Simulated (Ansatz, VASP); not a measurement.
**K in VASP and in Ansatz**

Contents of INCAR:

```
  ALGO = Normal
  EDIFF = 1E-6
  ENCUT = 500
  GGA_COMPAT = F
  ISIF = 2
  ISMEAR = -1
  LASPH = T
  LCHARG = T
  LNONCOLLINEAR = T
  LORBIT = 11
  LORBMOM = T
  LREAL = F
  LSORBIT = T
  LVHAR = T
  LWAVE = F
  MAGMOM = 0 0 0
  NBANDS = 20
  NELM = 200
  PREC = Accurate
  SIGMA = 0.05
```

KPOINTS

```
k-points
0
Gamma
  14 14 14
```

File POSCAR:

```
K
1.0
    3.0290301768      0.0000000000      0.0000000000
    0.0000000000      3.0290301768      0.0000000000
    0.0000000000      0.0000000000      3.0290301768
K
1
Direct
    0.0000000000      0.0000000000      0.0000000000
```

Input for Ansatz:

```yaml
crystal:
  lattice:
    - [3.0290301768, 0.0, 0.0]
    - [0.0, 3.0290301768, 0.0]
    - [0.0, 0.0, 3.0290301768]
  atoms:
    - { symbol: K, position: [0.0, 0.0, 0.0] }
kpoints:
  mp_grid: { grid: [14, 14, 14] }
scf:
  occupations: { method: fermi_dirac, width: 0.05 }
hamiltonian:
  xc: lda
  pseudopotentials: { kind: paw_fr }
output:
  forces: true
  stress: true
  eigenvalues: true
magnetization:
  noncollinear: true
  spin_orbit: true
```

Alike in both runs: task single point; functional LDA; k mesh 14 × 14 × 14; occupations fermi-dirac, width 0.05 eV; non-collinear spin, spin-orbit coupling.

```csv
,VASP,Ansatz
version,VASP 6.6.1,Ansatz 0.2.0
potentials or method,"VASP PAW LDA potentials, release 64 (K_sv)","norm-conserving pseudopotentials, scalar-relativistic"
plane-wave cutoff (eV),500,420
valence electrons in the cell,9,9
```

```tsv
	VASP	Ansatz	Ansatz less VASP
pressure (GPa)	12.8	12.7	-0.11
net moment per atom (μB)	0.00	0.00	0.000
```

LDA's correlation is that of Perdew and Zunger in VASP and of Perdew and Wang (1992) in Ansatz.
